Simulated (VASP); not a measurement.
Wanted: the native input for a VASP 6.6.1 run.

```yaml
Task: single point
Functional: PBE
Potentials_or_basis: VASP PAW PBE potentials, release 64 (Li_sv, B)
Cutoff: 520 eV
k_mesh: 6 × 6 × 12
Occupations: gaussian, width 0.1 eV
Spin: no spin polarisation
Dipole_correction: no
Further_INCAR_settings: ALGO = Fast; EDIFF = 1e-06; NBANDS = 22
```

The structure of Li3B lies in POSCAR:

```
Li3B
1.0
    6.1315706485      0.0000000000      0.0000000000
   -3.0657853243      5.3100959467      0.0000000000
    0.0000000000      0.0000000000      3.4228559305
Li B
6 2
Direct
    0.3914159786      0.3090814984      0.2500000000
    0.0823344802      0.3914159786      0.7500000000
    0.6909185016      0.0823344802      0.2500000000
    0.6085840214      0.6909185016      0.7500000000
    0.9176655198      0.6085840214      0.2500000000
    0.3090814984      0.9176655198      0.7500000000
    0.3333333333      0.6666666667      0.2500000000
    0.6666666667      0.3333333333      0.7500000000
```

One way to write it, as run:

INCAR

```
ALGO = Fast
EDIFF = 1E-6
ENCUT = 520
GGA = PE
ISIF = 2
ISMEAR = 0
LASPH = T
LCHARG = F
LREAL = F
LWAVE = F
NBANDS = 22
NELM = 100
PREC = Accurate
SIGMA = 0.1
```

KPOINTS

```
k-points
0
Gamma
  6 6 12
```

Potentials or basis: VASP PAW PBE potentials, release 64 (Li_sv, B).

The run is started by

```sh
$ cat potpaw_PBE.64/Li_sv/POTCAR potpaw_PBE.64/B/POTCAR > POTCAR
$ mpirun -np 1 vasp_std > vasp.out
```

It gave:

```json
{
  "Largest force": "0.007 eV/Å",
  "Band gap on the k mesh": "zero (bands 12 and 13 overlap by 0.97 eV)"
}
```

It took 6.8 min on 1 thread of Oxide Virtual Turin-like Processor, with other jobs on the host, peak memory 0.26 GiB.
